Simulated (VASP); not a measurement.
Here is a VASP 6.6.1 calculation.

INCAR

```
SYSTEM = TaN
PREC = Accurate
ENCUT = 520
EDIFF = 1E-7
ISMEAR = 0
SIGMA = 0.1
LREAL = .False.
LASPH = .True.
NELM = 60
ALGO = Normal
ISIF = 2
LWAVE = .False.
LCHARG = .False.
GGA = PE
NBANDS = 15
```

KPOINTS

```
Automatic mesh
0
Gamma
  16 16 16
  0 0 0
```

POSCAR

```
TaN
1.0
    0.0000000000      2.2086769773      2.2086769773
    2.2086769773      0.0000000000      2.2086769773
    2.2086769773      2.2086769773      0.0000000000
Ta N
1 1
Direct
    0.5000000000      0.5000000000      0.5000000000
    0.0000000000      0.0000000000      0.0000000000
```

Potentials or basis: VASP PAW PBE potentials, release 64 (Ta_pv, N).

Command:

```sh
$ cat potpaw_PBE.64/Ta_pv/POTCAR potpaw_PBE.64/N/POTCAR > POTCAR
$ mpirun -np 1 vasp_std > vasp.out
```

What does it give for the band gap on the k mesh?

Zero (band 8 reaches 11.26 eV, above the bottom of band 9 at 7.33 eV).

Predict the pressure.

0.8 GPa.

Caveat: spin-orbit coupling is left out, which moves the levels of the heavy elements.
